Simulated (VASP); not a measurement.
# Ta (a cell with a defect) in VASP: single point with PBE

Aim: the single point of Ta (a cell with a defect) with PBE.

Program: VASP 6.6.1. These are calculated values, not measurements. Logs are shortened: lines on timing, memory, paths and dates and some standing lists are left out, and cuts for length are marked.

### 1 The cell of the first run

The cell holds a defect, 11 atoms: a = 8.580 Å, b = 5.720 Å, c = 5.720 Å, α = 109.47°, β = 109.47°, γ = 109.47°.

### 2 Single point, PBE

INCAR reads:

```
ALGO     = Normal         # electronic algorithm
EDIFF    = 1E-6           # SCF threshold, eV
ENCUT    = 400            # plane-wave cutoff, eV
GGA      = PE             # functional
GGA_COMPAT= False        
ISIF     = 2              # what is computed and relaxed
ISMEAR   = -1             # smearing method
LASPH    = True           # aspherical terms in the spheres
LCHARG   = True           # write CHGCAR
LELF     = True           # ELF
LREAL    = False          # projectors in reciprocal space
LVHAR    = True         
LWAVE    = False          # write WAVECAR
NBANDS   = 72             # bands
NELM     = 120            # most SCF steps
PREC     = Accurate       # precision mode
SIGMA    = 0.1            # smearing width, eV
```

KPOINTS reads:

```
k-points
0
Gamma
  2 3 3
```

POSCAR reads:

```
Ta
1.0
   -4.9538400000      4.9538400000      4.9538400000
    3.3025600000     -3.3025600000      3.3025600000
    3.3025600000      3.3025600000     -3.3025600000
Ta
11
Direct
    0.0000000000      0.0000000000      0.5000000000
    0.0000000000      0.5000000000      0.0000000000
    0.0000000000      0.5000000000      0.5000000000
    0.3333333333      0.0000000000      0.0000000000
    0.3333333333      0.0000000000      0.5000000000
    0.3333333333      0.5000000000      0.0000000000
    0.3333333333      0.5000000000      0.5000000000
    0.6666666667      0.0000000000      0.0000000000
    0.6666666667      0.0000000000      0.5000000000
    0.6666666667      0.5000000000      0.0000000000
    0.6666666667      0.5000000000      0.5000000000
```

Potentials or basis: VASP PAW PBE potentials, release 64 (Ta_pv).

The run is started by

```
$ cat potpaw_PBE.64/Ta_pv/POTCAR > POTCAR
$ mpirun -np 1 vasp_std > vasp.out
```

OUTCAR:

```text
EDIFF = 1E-6
   ENCUT = 400
   GGA = PE
   ISIF = 2
   ISMEAR = -1
   LASPH = True
   LREAL = False
   NELM = 120
   PREC = Accurate

 ion  position               nearest neighbor table
   1  0.000  0.000  0.500-   5 2.86   9 2.86   6 2.86  10 2.86   3 2.86   3 2.86   8 3.30   7 3.30
                            11 3.30   4 3.30   2 3.30   2 3.30
   2  0.000  0.500  0.000-   6 2.86  10 2.86   5 2.86   9 2.86   3 2.86   3 2.86   7 3.30  11 3.30
                             8 3.30   4 3.30   1 3.30   1 3.30
   3  0.000  0.500  0.500-   7 2.86  11 2.86   4 2.86   8 2.86   1 2.86   2 2.86   1 2.86   2 2.86
                            10 3.30   6 3.30   9 3.30   5 3.30
   4  0.333  0.000  0.000-   3 2.86   6 2.86   5 2.86   6 2.86   5 2.86  11 2.86   8 2.86   1 3.30
                             2 3.30   7 3.30   7 3.30  10 3.30   9 3.30
   5  0.333  0.000  0.500-   1 2.86   2 2.86   7 2.86   4 2.86   7 2.86   4 2.86  10 2.86   9 2.86
                             3 3.30   6 3.30   6 3.30  11 3.30   8 3.30
   6  0.333  0.500  0.000-   2 2.86   1 2.86   7 2.86   7 2.86   4 2.86   4 2.86   9 2.86  10 2.86
                             3 3.30   5 3.30   5 3.30  11 3.30   8 3.30
   7  0.333  0.500  0.500-   3 2.86   5 2.86   6 2.86   6 2.86   5 2.86   8 2.86  11 2.86   1 3.30
                             2 3.30   4 3.30   4 3.30   9 3.30  10 3.30
   8  0.667  0.000  0.000-   3 2.86   9 2.86  10 2.86   9 2.86  10 2.86   7 2.86   4 2.86   2 3.30
                             1 3.30  11 3.30  11 3.30   6 3.30   5 3.30
   9  0.667  0.000  0.500-   1 2.86   2 2.86   8 2.86  11 2.86   8 2.86  11 2.86   6 2.86   5 2.86
                             3 3.30  10 3.30  10 3.30   7 3.30   4 3.30
  10  0.667  0.500  0.000-   2 2.86   1 2.86   8 2.86  11 2.86  11 2.86   8 2.86   5 2.86   6 2.86
                             3 3.30   9 3.30   9 3.30   4 3.30   7 3.30
  11  0.667  0.500  0.500-   3 2.86   9 2.86  10 2.86  10 2.86   9 2.86   4 2.86   7 2.86   2 3.30
                             1 3.30   8 3.30   8 3.30   5 3.30   6 3.30

  LATTYP: Found a base centered monoclinic cell.
 ALAT       =     6.6051200000
 B/A-ratio  =     1.4142135624
 C/A-ratio  =     1.0897247359
 COS(beta)  =    -0.2294157339

  Lattice vectors:

 A1 = (  -3.3025600000,   3.3025600000,  -3.3025600000)
 A2 = (  -3.3025600000,  -3.3025600000,   3.3025600000)
 A3 = (   1.6512800000,   4.9538400000,   4.9538400000)

Analysis of symmetry for initial positions (statically):
=====================================================================
 Subroutine PRICEL returns:
 Original cell was already a primitive cell.

 Routine SETGRP: Setting up the symmetry group for a
 base centered monoclinic supercell.

 Subroutine GETGRP returns: Found  4 space group operations
 (whereof  4 operations were pure point group operations)
 out of a pool of  4 trial point group operations.

The static configuration has the point symmetry C_2h.

Analysis of symmetry for dynamics (positions and initial velocities):
=====================================================================
 Subroutine PRICEL returns:
 Original cell was already a primitive cell.

 Routine SETGRP: Setting up the symmetry group for a
 base centered monoclinic supercell.

 Subroutine GETGRP returns: Found  4 space group operations
 (whereof  4 operations were pure point group operations)
 out of a pool of  4 trial point group operations.

The dynamic configuration has the point symmetry C_2h.

 Subroutine INISYM returns: Found  4 space group operations
 (whereof  4 operations are pure point group operations),
 and found     1 'primitive' translations

----------------------------------------------------------------------------------------

                                     Primitive cell

  volume of cell :     216.1242

  direct lattice vectors                    reciprocal lattice vectors
    -4.953840000  4.953840000  4.953840000     0.000000000  0.100931802  0.100931802
     3.302560000 -3.302560000  3.302560000     0.151397704  0.000000000  0.151397704
     3.302560000  3.302560000 -3.302560000     0.151397704  0.151397704  0.000000000

  length of vectors
[... 60 lines left out ...]
|     classes:                                                                |
|                                                                             |
|        The reciprocal lattice is base-centered monoclinic,                  |
|        whereas your k-lattice is face-centered cubic.                       |
|                                                                             |
|     Results are often still useful ...                                      |
|                                                                             |
 -----------------------------------------------------------------------------

 Subroutine IBZKPT returns following result:
 ===========================================

 Found      8 irreducible k-points:

 Following reciprocal coordinates:
            Coordinates               Weight
  0.000000  0.000000  0.000000      1.000000
  0.500000  0.000000  0.000000      1.000000
  0.000000  0.333333  0.000000      4.000000
  0.500000  0.333333  0.000000      4.000000
  0.000000  0.333333  0.333333      2.000000
  0.500000  0.333333  0.333333      2.000000
  0.000000 -0.333333  0.333333      2.000000
  0.500000 -0.333333  0.333333      2.000000
   k-points           NKPTS =      8   k-points in BZ     NKDIM =      8   number of bands    NBANDS=     72
   number of dos      NEDOS =    301   number of ions     NIONS =     11
   total plane-waves  NPLWV =  89600
   dimension x,y,z NGX =    56 NGY =   40 NGZ =   40
   dimension x,y,z NGXF=   112 NGYF=   80 NGZF=   80
   ions per type =              11
   NGX,Y,Z   is equivalent  to a cutoff of  10.85, 11.63, 11.63 a.u.
   NGXF,Y,Z  is equivalent  to a cutoff of  21.70, 23.25, 23.25 a.u.
 SYSTEM =  unknown system
   PREC   = accura    normal or accurate (medium, high low for compatibility)
   ISTART =      0    job   : 0-new  1-cont  2-samecut
   ICHARG =      2    charge: 1-file 2-atom 10-const
   ISPIN  =      1    spin polarized calculation?
   LNONCOLLINEAR =      F non collinear calculations
   LSORBIT =      F    spin-orbit coupling
   LASPH  =      T    aspherical Exc in radial PAW
   ENCUT  =  400.0 eV  29.40 Ry    5.42 a.u.  13.99  9.33  9.33*2*pi/ulx,y,z
   NELM   =    120;   NELMIN=  2; NELMDL= -5     # of ELM steps
   EDIFF  = 0.1E-05   stopping-criterion for ELM
   LREAL  =      F    real-space projection
   EDIFFG = 0.1E-04   stopping-criterion for IOM
   NSW    =      0    number of steps for IOM
   IBRION =     -1    ionic relax: 0-MD 1-quasi-New 2-CG
   NFREE  =      0    steps in history (QN), initial steepest desc. (CG)
   ISIF   =      2    stress and relaxation
   ISYM   =      2    0-nonsym 1-usesym 2-fastsym
   POTIM  = 0.5000    time-step for ionic-motion
   TEBEG  =    0.0;   TEEND  =   0.0 temperature during run
   PSTRESS=    0.0 pullay stress
   NELECT =     121.0000    total number of electrons
   NUPDOWN=      -1.0000    fix difference up-down
   EMIN   =  10.00;   EMAX   =-10.00  energy-range for DOS
   EFERMI =   0.00;   METHOD = LEGACY
   ISMEAR =    -1;   SIGMA  =   0.10  broadening in eV -4-tet -1-fermi 0-gaus
   EFERMI_NEDOS =   21; number of points for ismear=-14 and -15
   IALGO  =     38    algorithm
   IMIX   =      4    mixing-type and parameters
     AMIX     =   0.40;   BMIX     =  1.00
     AMIX_MAG =   1.60;   BMIX_MAG =  1.00
  volume/ion in A,a.u.               =      19.65       132.59
  Fermi-wavevector in a.u.,A,eV,Ry     =   1.349280  2.549770 24.770183  1.820557
  Thomas-Fermi vector in A             =   2.476880
   LORBIT       =      0    0 simple, 1 ext, 2 COOP (PROOUT), +10 PAW based schemes
   GGA     = PE    functional components
   LHFCALC =     F    Hartree Fock is set to
   AEXX    =    0.0000 exact exchange contribution
   IVDW    =     0    specifies the selected vdW correction
   LEPSILON=     F    determine dielectric tensor
   LRPA    =     F    only Hartree local field effects (RPA)
 non-spin polarized calculation
  energy-cutoff  :      400.00
  volume of cell :      216.12
 maximum number of plane-waves:      3972
 NGX is ok and might be reduce to    56
   NGX = 27   NGY = 19   NGZ = 19

 number of electron     121.0000025 magnetization

 Free energy of the ion-electron system (eV)
  ---------------------------------------------------
  ext. energy  EPLUGINS =         0.00000000
  ---------------------------------------------------
  free energy    TOTEN  =      -126.49432040 eV

  energy without entropy =     -125.83465767  energy(sigma->0) =     -126.16448903

 E-fermi :   4.8344     XC(G=0): -12.0716

 val. band max:        4.8335947242   @ k =   0.0000   0.3333   0.0000
 cond. band min:       4.8403176914   @ k =   0.0000   0.0000   0.0000
 fundamental gap:      0.0067229673
 Fermi energy:         4.8343794358

 k-point     1 :       0.0000    0.0000    0.0000
  band No.  band energies     occupation
      1     -29.5428      2.00000
      2     -29.5145      2.00000
      3     -29.5103      2.00000
      4     -29.4654      2.00000
      5     -29.4132      2.00000
      6     -29.3615      2.00000
[... 589 lines left out ...]
     71       6.8239      0.00000
     72       6.9375      0.00000

------------------------ aborting loop because EDIFF is reached ----------------------------------------

  FORCE on cell =-STRESS in cart. coord.  units (eV):
  Direction    XX          YY          ZZ          XY          YZ          ZX
  --------------------------------------------------------------------------------------
  -------------------------------------------------------------------------------------
  Total       -2.4258481     -2.1406205     -2.1406205     -0.1161274     -0.2004478     -0.1161273
  in kB      -17.9833582    -15.8689018    -15.8689018     -0.8608783     -1.4859646     -0.8608778
  external PRESSURE =     -16.5737206 kB  Pullay stress =       0.0000000 kB

 VOLUME and BASIS-vectors are now :
 -----------------------------------------------------------------------------
  energy-cutoff  :      400.00
  volume of cell :      216.12
      direct lattice vectors                 reciprocal lattice vectors
    -4.953840000  4.953840000  4.953840000     0.000000000  0.100931802  0.100931802
     3.302560000 -3.302560000  3.302560000     0.151397704  0.000000000  0.151397704
     3.302560000  3.302560000 -3.302560000     0.151397704  0.151397704  0.000000000

 POSITION                                       TOTAL-FORCE (eV/Angst)
 -----------------------------------------------------------------------------------
      1.65128      1.65128     -1.65128        -0.000000      0.000000     -0.000000
      1.65128     -1.65128      1.65128         0.000000      0.000000     -0.000000
      3.30256      0.00000      0.00000         0.000000      0.000000     -0.000000
     -1.65128      1.65128      1.65128         0.097530     -0.361546     -0.361546
      0.00000      3.30256     -0.00000         0.000305      0.484274     -0.163053
      0.00000     -0.00000      3.30256         0.000305     -0.163053      0.484274
      1.65128      1.65128      1.65128        -0.111255     -0.166019     -0.166019
     -3.30256      3.30256      3.30256        -0.097530      0.361546      0.361546
     -1.65128      4.95384      1.65128        -0.000305     -0.484274      0.163053
     -1.65128      1.65128      4.95384        -0.000305      0.163053     -0.484274
     -0.00000      3.30256      3.30256         0.111255      0.166019      0.166019
 -----------------------------------------------------------------------------------
    total drift:                               -0.000000      0.000000      0.000000

  FREE ENERGIE OF THE ION-ELECTRON SYSTEM (eV)
  ---------------------------------------------------
  free  energy   TOTEN  =      -126.4943204001 eV

  energy  without entropy=     -125.8346576665  energy(sigma->0) =     -126.16448903
```

Wall time 1.9 min (1 thread of AMD EPYC 7R13 (Zen 3), shared host); peak memory 0.26 GiB.

What came out:

```
Free energy            : -126.4943 eV
Pressure               : -1.7 GPa
Largest force          : 0.521 eV/Å
Band gap on the k mesh : zero (an odd number of electrons rules out a gap without spin polarisation)
```

Forces in eV/Å, atoms in the order of the input:
```
Ta   0.000  0.000  0.000
Ta   0.000  0.000  0.000
Ta   0.000  0.000  0.000
Ta   0.098 -0.362 -0.362
Ta   0.000  0.484 -0.163
Ta   0.000 -0.163  0.484
Ta  -0.111 -0.166 -0.166
Ta  -0.098  0.362  0.362
Ta   0.000 -0.484  0.163
Ta   0.000  0.163 -0.484
Ta   0.111  0.166  0.166
```

Levels at points of the mesh, in eV from the Fermi level:
| k point | band 58 | band 59 | band 60 | band 61 | band 62 | band 63 |
| --- | --- | --- | --- | --- | --- | --- |
| (0.00, 0.00, 0.00) | 0.01 | 0.06 | 0.15 | 0.25 | 0.46 | 1.24 |
| (0.50, 0.00, 0.00) | 0.01 | 0.03 | 0.17 | 0.30 | 0.33 | 0.57 |

Caveat: the k points lie up to 0.45 Å⁻¹ apart, too coarse for converged energies and pressures of a metal; spin-orbit coupling is left out, which moves the levels of the heavy elements.
